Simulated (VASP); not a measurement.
# Na (I4/mmm) in VASP: a series of runs

The runs below take Na through single point, with PBEsol.

Everything below comes from runs of VASP 6.6.1. Logs are shortened: lines on timing, memory, paths and dates and some standing lists are left out, and cuts for length are marked.

**1. The cell of the first run**

The structure is tetragonal, space group I4/mmm (No. 139). The conventional cell has a = 3.913 Å, b = 3.913 Å, c = 4.963 Å, α = 90.00°, β = 90.00°, γ = 90.00°. Na (site symmetry 4/mmm) has 12 Na at 3.72 to 3.91 Å within 4.9 Å.

**2. Single point, PBEsol**

File INCAR:

```
ALGO = Normal ; EDIFF = 1E-6
ENCUT = 520 ; GGA = PS
ISIF = 2 ; ISMEAR = 0
LASPH = True ; LCHARG = False
LREAL = False ; LWAVE = False
NBANDS = 10 ; NELM = 60
PREC = Accurate ; SIGMA = 0.15
```

File KPOINTS:

```
k-points
0
Gamma
  16 16 16
```

File POSCAR:

```
Na
1.0
   -1.9567500000      1.9567500000      2.4815000000
    1.9567500000     -1.9567500000      2.4815000000
    1.9567500000      1.9567500000     -2.4815000000
Na
1
Direct
    0.0000000000      0.0000000000      0.0000000000
```

Potentials or basis: VASP PAW PBE potentials, release 64 (Na_pv).

Command:

```console
cat potpaw_PBE.64/Na_pv/POTCAR > POTCAR
mpirun -np 1 vasp_std > vasp.out
```

OUTCAR:

```text
EDIFF = 1E-6
   ENCUT = 520
   GGA = PS
   ISIF = 2
   ISMEAR = 0
   LASPH = True
   LREAL = False
   NELM = 60
   PREC = Accurate

 ion  position               nearest neighbor table
   1  0.000  0.000  0.000-

  LATTYP: Found a body centered tetragonal cell.
 ALAT       =     3.9135000000
 C/A-ratio  =     1.2681742686

  Lattice vectors:

 A1 = (  -1.9567500000,   1.9567500000,   2.4815000000)
 A2 = (   1.9567500000,  -1.9567500000,   2.4815000000)
 A3 = (   1.9567500000,   1.9567500000,  -2.4815000000)

Analysis of symmetry for initial positions (statically):
=====================================================================
 Subroutine PRICEL returns:
 Original cell was already a primitive cell.

 Routine SETGRP: Setting up the symmetry group for a
 body centered tetragonal supercell.

 Subroutine GETGRP returns: Found 16 space group operations
 (whereof 16 operations were pure point group operations)
 out of a pool of 16 trial point group operations.

The static configuration has the point symmetry D_4h.

Analysis of symmetry for dynamics (positions and initial velocities):
=====================================================================
 Subroutine PRICEL returns:
 Original cell was already a primitive cell.

 Routine SETGRP: Setting up the symmetry group for a
 body centered tetragonal supercell.

 Subroutine GETGRP returns: Found 16 space group operations
 (whereof 16 operations were pure point group operations)
 out of a pool of 16 trial point group operations.

The dynamic configuration has the point symmetry D_4h.

 Subroutine INISYM returns: Found 16 space group operations
 (whereof 16 operations are pure point group operations),
 and found     1 'primitive' translations

----------------------------------------------------------------------------------------

                                     Primitive cell

  volume of cell :      38.0054

  direct lattice vectors                    reciprocal lattice vectors
    -1.956750000  1.956750000  2.481500000     0.000000000  0.255525744  0.201491034
     1.956750000 -1.956750000  2.481500000     0.255525744  0.000000000  0.201491034
     1.956750000  1.956750000 -2.481500000     0.255525744  0.255525744  0.000000000

  length of vectors
     3.716931984  3.716931984  3.716931984     0.325410575  0.325410575  0.361367973

  position of ions in fractional coordinates (direct lattice)
     0.000000000  0.000000000  0.000000000

[... 74 lines left out ...]
   NELM   =     60;   NELMIN=  2; NELMDL= -5     # of ELM steps
   EDIFF  = 0.1E-05   stopping-criterion for ELM
   LREAL  =      F    real-space projection
   EDIFFG = 0.1E-04   stopping-criterion for IOM
   NSW    =      0    number of steps for IOM
   IBRION =     -1    ionic relax: 0-MD 1-quasi-New 2-CG
   NFREE  =      0    steps in history (QN), initial steepest desc. (CG)
   ISIF   =      2    stress and relaxation
   ISYM   =      2    0-nonsym 1-usesym 2-fastsym
   POTIM  = 0.5000    time-step for ionic-motion
   TEBEG  =    0.0;   TEEND  =   0.0 temperature during run
   PSTRESS=    0.0 pullay stress
   NELECT =       7.0000    total number of electrons
   NUPDOWN=      -1.0000    fix difference up-down
   EMIN   =  10.00;   EMAX   =-10.00  energy-range for DOS
   EFERMI =   0.00;   METHOD = LEGACY
   ISMEAR =     0;   SIGMA  =   0.15  broadening in eV -4-tet -1-fermi 0-gaus
   EFERMI_NEDOS =   21; number of points for ismear=-14 and -15
   IALGO  =     38    algorithm
   IMIX   =      4    mixing-type and parameters
     AMIX     =   0.40;   BMIX     =  1.00
     AMIX_MAG =   1.60;   BMIX_MAG =  1.00
  volume/ion in A,a.u.               =      38.01       256.47
  Fermi-wavevector in a.u.,A,eV,Ry     =   0.931449  1.760184 11.804383  0.867598
  Thomas-Fermi vector in A             =   2.057944
   LORBIT       =      0    0 simple, 1 ext, 2 COOP (PROOUT), +10 PAW based schemes
   GGA     = PS    functional components
   LHFCALC =     F    Hartree Fock is set to
   AEXX    =    0.0000 exact exchange contribution
   IVDW    =     0    specifies the selected vdW correction
   LEPSILON=     F    determine dielectric tensor
   LRPA    =     F    only Hartree local field effects (RPA)
 non-spin polarized calculation
 Gauss-broadening in eV      SIGMA  =   0.15
  energy-cutoff  :      520.00
  volume of cell :       38.01
 maximum number of plane-waves:      1050
   NGX = 13   NGY = 13   NGZ = 13

 number of electron       6.9999989 magnetization

 Free energy of the ion-electron system (eV)
  ---------------------------------------------------
  ext. energy  EPLUGINS =         0.00000000
  ---------------------------------------------------
  free energy    TOTEN  =        -1.40058850 eV

  energy without entropy =       -1.39577738  energy(sigma->0) =       -1.39818294

 E-fermi :   0.2373     XC(G=0):  -6.4357

 val. band max:        0.2367928365   @ k =   0.5000   0.2500   0.0625
 cond. band min:       0.2499861298   @ k =  -0.2500  -0.4375   0.2500
 fundamental gap:      0.0131932932
 Fermi energy:         0.2372628431

 k-point     1 :       0.0000    0.0000    0.0000
  band No.  band energies     occupation
      1     -24.5674      2.00000
      2     -24.5673      2.00000
      3     -24.5673      2.00000
      4      -2.9901      2.00000
      5      11.1502      0.00000
      6      11.1502      0.00000
      7      11.5040      0.00000
      8      12.3531      0.00000
      9      12.7644      0.00000
     10      12.7695      0.00000
[... 287 lines left out ...]
 k-point    24 :      -0.0625    0.0625    0.0000
  band No.  band energies     occupation
      1     -24.5685      2.00000
      2     -24.5679      2.00000
      3     -24.5675      2.00000
      4      -2.9109      2.00000
      5      10.4635      0.00000
      6      10.6840      0.00000
      7      10.9340      0.00000
      8      12.2415      0.00000
      9      13.1931      0.00000
     10      13.3902      0.00000

 [... further k-points ...]
[... 5 lines left out ...]
  --------------------------------------------------------------------------------------
  -------------------------------------------------------------------------------------
  Total       -0.0881360     -0.0881360     -0.0686400      0.0000000      0.0000000      0.0000000
  in kB       -3.7155151     -3.7155151     -2.8936276      0.0000000      0.0000000      0.0000000
  external PRESSURE =      -3.4415526 kB  Pullay stress =       0.0000000 kB

 VOLUME and BASIS-vectors are now :
 -----------------------------------------------------------------------------
  energy-cutoff  :      520.00
  volume of cell :       38.01
      direct lattice vectors                 reciprocal lattice vectors
    -1.956750000  1.956750000  2.481500000     0.000000000  0.255525744  0.201491034
     1.956750000 -1.956750000  2.481500000     0.255525744  0.000000000  0.201491034
     1.956750000  1.956750000 -2.481500000     0.255525744  0.255525744  0.000000000

 POSITION                                       TOTAL-FORCE (eV/Angst)
 -----------------------------------------------------------------------------------
      0.00000      0.00000      0.00000        -0.000000     -0.000000      0.000000
 -----------------------------------------------------------------------------------
    total drift:                               -0.000000     -0.000000     -0.000000

  FREE ENERGIE OF THE ION-ELECTRON SYSTEM (eV)
  ---------------------------------------------------
  free  energy   TOTEN  =        -1.4005884959 eV

  energy  without entropy=       -1.3957773844  energy(sigma->0) =       -1.39818294
```

OSZICAR:

```text
N       E                     dE             d eps       ncg     rms          rms(c)
DAV:   1     0.270643263778E+02    0.27064E+02   -0.37550E+03  7006   0.582E+02
DAV:   2    -0.794869723234E+00   -0.27859E+02   -0.27728E+02  7216   0.146E+02
DAV:   3    -0.139754991955E+01   -0.60268E+00   -0.60225E+00  8384   0.232E+01
DAV:   4    -0.140262721925E+01   -0.50773E-02   -0.50768E-02  8180   0.210E+00
DAV:   5    -0.140269874497E+01   -0.71526E-04   -0.71525E-04  8032   0.248E-01    0.232E-01
DAV:   6    -0.140109439738E+01    0.16043E-02   -0.27175E-03  8168   0.762E-01    0.141E-01
DAV:   7    -0.140064373015E+01    0.45067E-03   -0.24584E-03  7898   0.647E-01    0.454E-02
DAV:   8    -0.140058817558E+01    0.55555E-04   -0.19822E-04  7956   0.245E-01    0.228E-03
DAV:   9    -0.140058849593E+01   -0.32035E-06   -0.66565E-07  5424   0.918E-03
   1 F= -.14005885E+01 E0= -.13981829E+01  d E =-.481111E-02
```

It took 41 s on 1 thread of Intel Xeon Platinum 8488C (Sapphire Rapids), shared host; peak memory 0.23 GiB.

Results:

| Item | Value |
| --- | --- |
| Free energy | -1.4006 eV |
| Pressure | -0.3 GPa |

Caveat: the PAW data sets were made with another functional, which shifts forces and pressure a little.

**3. Single point, PBEsol**

This run uses another cell than the first one, of 38.10 Å³/atom, 1.002 times its volume.

File INCAR:

```
SYSTEM = Na
PREC = Accurate
ENCUT = 520
EDIFF = 1E-6
ISMEAR = 0
SIGMA = 0.15
LREAL = .FALSE.
LASPH = .TRUE.
NELM = 60
ALGO = Fast
ISIF = 2
LWAVE = .FALSE.
LCHARG = .FALSE.
GGA = PS
NBANDS = 10
```

File KPOINTS:

```
regular mesh
0
G
  16 16 16
  0 0 0
```

File POSCAR:

```
Na
1.0
   -1.9257000000      1.9257000000      2.5685500000
    1.9257000000     -1.9257000000      2.5685500000
    1.9257000000      1.9257000000     -2.5685500000
Na
1
Direct
    0.0000000000      0.0000000000      0.0000000000
```

Potentials or basis: VASP PAW PBE potentials, release 64 (Na_pv).

Command:

```console
cat potpaw_PBE.64/Na_pv/POTCAR > POTCAR
mpirun -np 1 vasp_std > vasp.out
```

OUTCAR:

```text
SYSTEM = Na
   PREC = Accurate
   ENCUT = 520
   EDIFF = 1E-6
   ISMEAR = 0
   LREAL = .FALSE.
   LASPH = .TRUE.
   NELM = 60
   ISIF = 2
   GGA = PS

 ion  position               nearest neighbor table
   1  0.000  0.000  0.000-

  LATTYP: Found a body centered tetragonal cell.
 ALAT       =     3.8514000000
 C/A-ratio  =     1.3338266604

  Lattice vectors:

 A1 = (  -1.9257000000,   1.9257000000,   2.5685500000)
 A2 = (   1.9257000000,  -1.9257000000,   2.5685500000)
 A3 = (   1.9257000000,   1.9257000000,  -2.5685500000)

Analysis of symmetry for initial positions (statically):
=====================================================================
 Subroutine PRICEL returns:
 Original cell was already a primitive cell.

 Routine SETGRP: Setting up the symmetry group for a
 body centered tetragonal supercell.

 Subroutine GETGRP returns: Found 16 space group operations
 (whereof 16 operations were pure point group operations)
 out of a pool of 16 trial point group operations.

The static configuration has the point symmetry D_4h.

Analysis of symmetry for dynamics (positions and initial velocities):
=====================================================================
 Subroutine PRICEL returns:
 Original cell was already a primitive cell.

 Routine SETGRP: Setting up the symmetry group for a
 body centered tetragonal supercell.

 Subroutine GETGRP returns: Found 16 space group operations
 (whereof 16 operations were pure point group operations)
 out of a pool of 16 trial point group operations.

The dynamic configuration has the point symmetry D_4h.

 Subroutine INISYM returns: Found 16 space group operations
 (whereof 16 operations are pure point group operations),
 and found     1 'primitive' translations

----------------------------------------------------------------------------------------

                                     Primitive cell

  volume of cell :      38.1000

  direct lattice vectors                    reciprocal lattice vectors
    -1.925700000  1.925700000  2.568550000     0.000000000  0.259645843  0.194662358
     1.925700000 -1.925700000  2.568550000     0.259645843  0.000000000  0.194662358
     1.925700000  1.925700000 -2.568550000     0.259645843  0.259645843  0.000000000

  length of vectors
     3.743539780  3.743539780  3.743539780     0.324514094  0.324514094  0.367194673

  position of ions in fractional coordinates (direct lattice)
     0.000000000  0.000000000  0.000000000

  ion indices of the primitive-cell ions
   primitive index   ion index
                 1           1

----------------------------------------------------------------------------------------

 KPOINTS: regular mesh

Automatic generation of k-mesh.
 Grid dimensions read from file:
 generate k-points for:   16   16   16

 Generating k-lattice:

  Cartesian coordinates                     Fractional coordinates (reciprocal lattice)
     0.000000000  0.016227865  0.012166397     0.062500000 -0.000000000  0.000000000
     0.016227865  0.000000000  0.012166397    -0.000000000  0.062500000  0.000000000
     0.016227865  0.016227865  0.000000000     0.000000000  0.000000000  0.062500000

  Length of vectors
     0.020282131  0.020282131  0.022949667

  Shift w.r.t. Gamma in fractional coordinates (k-lattice)
     0.000000000  0.000000000  0.000000000

 Subroutine IBZKPT returns following result:
 ===========================================

 Found    349 irreducible k-points:

 Following reciprocal coordinates:
            Coordinates               Weight
  0.000000  0.000000  0.000000      1.000000
  0.062500  0.000000  0.000000      8.000000
  0.125000  0.000000  0.000000      8.000000
  0.187500  0.000000  0.000000      8.000000
  0.250000  0.000000  0.000000      8.000000
  0.312500  0.000000  0.000000      8.000000
[... 16 lines left out ...]
 -0.125000  0.062500  0.000000     16.000000
 -0.062500  0.062500  0.000000      4.000000
 [... further k-points ...]
   k-points           NKPTS =    349   k-points in BZ     NKDIM =    349   number of bands    NBANDS=     10
   number of dos      NEDOS =    301   number of ions     NIONS =      1
   total plane-waves  NPLWV =  21952
   dimension x,y,z NGX =    28 NGY =   28 NGZ =   28
   dimension x,y,z NGXF=    56 NGYF=   56 NGZF=   56
   ions per type =               1
   NGX,Y,Z   is equivalent  to a cutoff of  12.43, 12.43, 12.43 a.u.
   NGXF,Y,Z  is equivalent  to a cutoff of  24.87, 24.87, 24.87 a.u.
 SYSTEM =  Na
   PREC   = accura    normal or accurate (medium, high low for compatibility)
   ISTART =      0    job   : 0-new  1-cont  2-samecut
   ICHARG =      2    charge: 1-file 2-atom 10-const
   ISPIN  =      1    spin polarized calculation?
   LNONCOLLINEAR =      F non collinear calculations
   LSORBIT =      F    spin-orbit coupling
   LASPH  =      T    aspherical Exc in radial PAW
   ENCUT  =  520.0 eV  38.22 Ry    6.18 a.u.   6.96  6.96  6.96*2*pi/ulx,y,z
   NELM   =     60;   NELMIN=  2; NELMDL= -5     # of ELM steps
   EDIFF  = 0.1E-05   stopping-criterion for ELM
   LREAL  =      F    real-space projection
   EDIFFG = 0.1E-04   stopping-criterion for IOM
   NSW    =      0    number of steps for IOM
   IBRION =     -1    ionic relax: 0-MD 1-quasi-New 2-CG
   NFREE  =      0    steps in history (QN), initial steepest desc. (CG)
   ISIF   =      2    stress and relaxation
   ISYM   =      2    0-nonsym 1-usesym 2-fastsym
   POTIM  = 0.5000    time-step for ionic-motion
   TEBEG  =    0.0;   TEEND  =   0.0 temperature during run
   PSTRESS=    0.0 pullay stress
   NELECT =       7.0000    total number of electrons
   NUPDOWN=      -1.0000    fix difference up-down
   EMIN   =  10.00;   EMAX   =-10.00  energy-range for DOS
   EFERMI =   0.00;   METHOD = LEGACY
   ISMEAR =     0;   SIGMA  =   0.15  broadening in eV -4-tet -1-fermi 0-gaus
   EFERMI_NEDOS =   21; number of points for ismear=-14 and -15
   IALGO  =     68    algorithm
   IMIX   =      4    mixing-type and parameters
     AMIX     =   0.40;   BMIX     =  1.00
     AMIX_MAG =   1.60;   BMIX_MAG =  1.00
  volume/ion in A,a.u.               =      38.10       257.11
  Fermi-wavevector in a.u.,A,eV,Ry     =   0.930677  1.758725 11.784824  0.866160
  Thomas-Fermi vector in A             =   2.057091
   LORBIT       =      0    0 simple, 1 ext, 2 COOP (PROOUT), +10 PAW based schemes
   GGA     = PS    functional components
   LHFCALC =     F    Hartree Fock is set to
   AEXX    =    0.0000 exact exchange contribution
   IVDW    =     0    specifies the selected vdW correction
   LEPSILON=     F    determine dielectric tensor
   LRPA    =     F    only Hartree local field effects (RPA)
 non-spin polarized calculation
 RMM-DIIS sequential band-by-band and
 Gauss-broadening in eV      SIGMA  =   0.15
  energy-cutoff  :      520.00
  volume of cell :       38.10
 maximum number of plane-waves:      1048
   NGX = 13   NGY = 13   NGZ = 13

 number of electron       6.9999990 magnetization

 Free energy of the ion-electron system (eV)
  ---------------------------------------------------
  ext. energy  EPLUGINS =         0.00000000
  ---------------------------------------------------
  free energy    TOTEN  =        -1.40093052 eV

  energy without entropy =       -1.39596555  energy(sigma->0) =       -1.39844804

 E-fermi :   0.2398     XC(G=0):  -6.4291

 val. band max:        0.2253144188   @ k =  -0.3125  -0.3750   0.1875
 cond. band min:       0.2448921590   @ k =  -0.2500   0.3125   0.2500
 fundamental gap:      0.0195777402
 Fermi energy:         0.2397815367

 k-point     1 :       0.0000    0.0000    0.0000
  band No.  band energies     occupation
      1     -24.5764      2.00000
      2     -24.5762      2.00000
      3     -24.5762      2.00000
      4      -2.9920      2.00000
      5      11.1175      0.00000
      6      11.1175      0.00000
      7      11.3129      0.00000
      8      12.2565      0.00000
      9      12.6835      0.00000
     10      12.6842      0.00000

 k-point     2 :       0.0625    0.0000    0.0000
  band No.  band energies     occupation
      1     -24.5775      2.00000
      2     -24.5764      2.00000
      3     -24.5764      2.00000
      4      -2.9280      2.00000
      5      10.0829      0.00000
      6      10.9467      0.00000
      7      11.1229      0.00000
      8      12.3414      0.00000
      9      12.9063      0.00000
     10      12.9591      0.00000
[... 274 lines left out ...]
 k-point    24 :      -0.0625    0.0625    0.0000
  band No.  band energies     occupation
      1     -24.5774      2.00000
      2     -24.5769      2.00000
      3     -24.5765      2.00000
      4      -2.9101      2.00000
      5      10.3791      0.00000
      6      10.6047      0.00000
      7      10.7440      0.00000
      8      12.2234      0.00000
      9      13.1644      0.00000
     10      13.3504      0.00000

 [... further k-points ...]
[... 5 lines left out ...]
  --------------------------------------------------------------------------------------
  -------------------------------------------------------------------------------------
  Total       -0.0674373     -0.0674373     -0.0538369      0.0000000     -0.0000000      0.0000000
  in kB       -2.8358639     -2.8358639     -2.2639403      0.0000000     -0.0000000      0.0000000
  external PRESSURE =      -2.6452227 kB  Pullay stress =       0.0000000 kB

 VOLUME and BASIS-vectors are now :
 -----------------------------------------------------------------------------
  energy-cutoff  :      520.00
  volume of cell :       38.10
      direct lattice vectors                 reciprocal lattice vectors
    -1.925700000  1.925700000  2.568550000     0.000000000  0.259645843  0.194662358
     1.925700000 -1.925700000  2.568550000     0.259645843  0.000000000  0.194662358
     1.925700000  1.925700000 -2.568550000     0.259645843  0.259645843  0.000000000

 POSITION                                       TOTAL-FORCE (eV/Angst)
 -----------------------------------------------------------------------------------
      0.00000      0.00000      0.00000        -0.000000      0.000000      0.000000
 -----------------------------------------------------------------------------------
    total drift:                               -0.000000     -0.000000     -0.000000

  FREE ENERGIE OF THE ION-ELECTRON SYSTEM (eV)
  ---------------------------------------------------
  free  energy   TOTEN  =        -1.4009305217 eV

  energy  without entropy=       -1.3959655546  energy(sigma->0) =       -1.39844804
```

It took 58 s on 1 thread of Intel Xeon Platinum 8488C (Sapphire Rapids), shared host; peak memory 0.23 GiB.

Results:

- Free energy: -1.4009 eV
- Pressure: -0.3 GPa

Levels at points of the mesh, in eV from the Fermi level:
| k point | band 1 | band 2 | band 3 | band 4 | band 5 | band 6 | band 7 | band 8 |
| --- | --- | --- | --- | --- | --- | --- | --- | --- |
| (0.00, 0.00, 0.00) | -24.82 | -24.82 | -24.82 | -3.23 | 10.88 | 10.88 | 11.07 | 12.02 |
| (0.50, 0.00, 0.00) | -24.85 | -24.82 | -24.82 | 0.54 | 0.94 | 9.59 | 10.30 | 10.55 |
| (0.50, 0.50, 0.00) | -24.85 | -24.83 | -24.82 | 1.53 | 2.08 | 6.37 | 7.20 | 7.24 |
| (0.50, 0.50, 0.50) | -24.85 | -24.83 | -24.83 | 2.13 | 2.66 | 5.85 | 6.58 | 6.58 |

Caveat: the PAW data sets were made with another functional, which shifts forces and pressure a little.
